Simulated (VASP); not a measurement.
Set up this calculation in VASP 6.6.1, as the native input.

```
Task                      : relaxation of the atoms
Functional                : PBE
Dispersion                : D3(BJ)
Potentials or basis       : VASP PAW PBE potentials, release 64 (C)
Cutoff                    : 520 eV
k mesh                    : 15 × 15 × 1
Occupations               : gaussian, width 0.1 eV
Spin                      : no spin polarisation
Dipole correction         : yes
Atoms held fixed (from 0) : [0, 1, 2, 3]
Further INCAR settings    : ALGO = Normal; EDIFF = 1e-07; IBRION = 2; EDIFFG = -0.003; NSW = 40
```

The structure of C lies in POSCAR:

```
C
1.0
    2.4657189577      0.0000000000      0.0000000000
   -1.2328594788      2.1353752560      0.0000000000
    0.0000000000      0.0000000000     17.5000000000
C
4
Selective dynamics
Direct
    0.3333333333      0.6666666667      0.2571383688  F F F
    0.6666666667      0.3333333333      0.2571428571  F F T
    0.6666666667      0.8333333333      0.4546010820  F F T
    0.3333333333      1.1666666667      0.4546008436  F F T
```

This cell differs from its parent crystal: layers slid over each other.

The input as run:

INCAR

```
ALGO     = Normal         # electronic algorithm
DIPOL    = 0.5 0.5 0.356
EDIFF    = 1E-7           # SCF threshold, eV
EDIFFG   = -0.003         # ionic threshold
ENCUT    = 520            # plane-wave cutoff, eV
GGA      = PE             # functional
IBRION   = 2              # ionic algorithm
IDIPOL   = 3            
ISIF     = 2              # what is computed and relaxed
ISMEAR   = 0              # smearing method
IVDW     = 12             # dispersion correction
LASPH    = True           # aspherical terms in the spheres
LCHARG   = False          # write CHGCAR
LDIPOL   = True         
LREAL    = False          # projectors in reciprocal space
LWAVE    = False          # write WAVECAR
NELM     = 100            # most SCF steps
NSW      = 40             # ionic steps
PREC     = Accurate       # precision mode
SIGMA    = 0.1            # smearing width, eV
```

KPOINTS

```
k-points
0
Gamma
  15 15 1
```

Potentials or basis: VASP PAW PBE potentials, release 64 (C).

Run with:

```bash
$ cat potpaw_PBE.64/C/POTCAR > POTCAR
$ mpirun -np 1 vasp_std > vasp.out
```

It gave:

The energy gained by relaxing is 0.1 meV/atom and the ionic steps are 20. The dispersion energy per atom is -0.118 eV.

Caveat: the cell differs from its parent crystal (layers slid over each other).

Run time: 4.3 min on 1 thread of Intel(R) Xeon(R) 6975P-C (Granite Rapids) (shared host), peak memory 0.23 GiB.
